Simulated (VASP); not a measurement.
Here is a VASP 6.6.1 calculation.

File POSCAR:

```
LiCl
1.0
    0.0000000000      2.5560369945      2.5560369945
    2.5560369945      0.0000000000      2.5560369945
    2.5560369945      2.5560369945      0.0000000000
Li Cl
1 1
Direct
    0.0000000000      0.0000000000      0.0000000000
    0.5000000000      0.5000000000      0.5000000000
```

The input INCAR.step1:

```
SYSTEM = LiCl
PREC = Accurate
ENCUT = 520
EDIFF = 1E-5
ISMEAR = 0
SIGMA = 0.01
LREAL = .False.
LASPH = .True.
NELM = 100
ALGO = Normal
ISIF = 2
LWAVE = .True.
LCHARG = .False.
NBANDS = 12
GGA = PE
```

INCAR.step2

```
SYSTEM = LiCl
PREC = Accurate
ENCUT = 520
EDIFF = 1E-7
ISMEAR = 0
SIGMA = 0.01
LREAL = .False.
LASPH = .True.
NELM = 100
ALGO = Normal
ISIF = 2
LWAVE = .False.
LCHARG = .False.
GGA = PE
LHFCALC = .True.
HFSCREEN = 0.2079
PRECFOCK = Normal
NBANDS = 12
ISTART = 1
```

File KPOINTS:

```
regular mesh
0
Gamma
  4 4 4
  0 0 0
```

Potentials or basis: VASP PAW PBE potentials, release 64 (Li_sv, Cl).

Run with:

```bash
$ cat potpaw_PBE.64/Li_sv/POTCAR potpaw_PBE.64/Cl/POTCAR > POTCAR
$ cp INCAR.step1 INCAR
$ mpirun -np 1 vasp_std > vasp.out
$ cp INCAR.step2 INCAR
$ mpirun -np 1 vasp_std > vasp.out
```

Q: Estimate the band gap on the k mesh.

A: 7.80 eV.

Caveat: the k points lie up to 0.53 Å⁻¹ apart. A k mesh can miss the band edges.
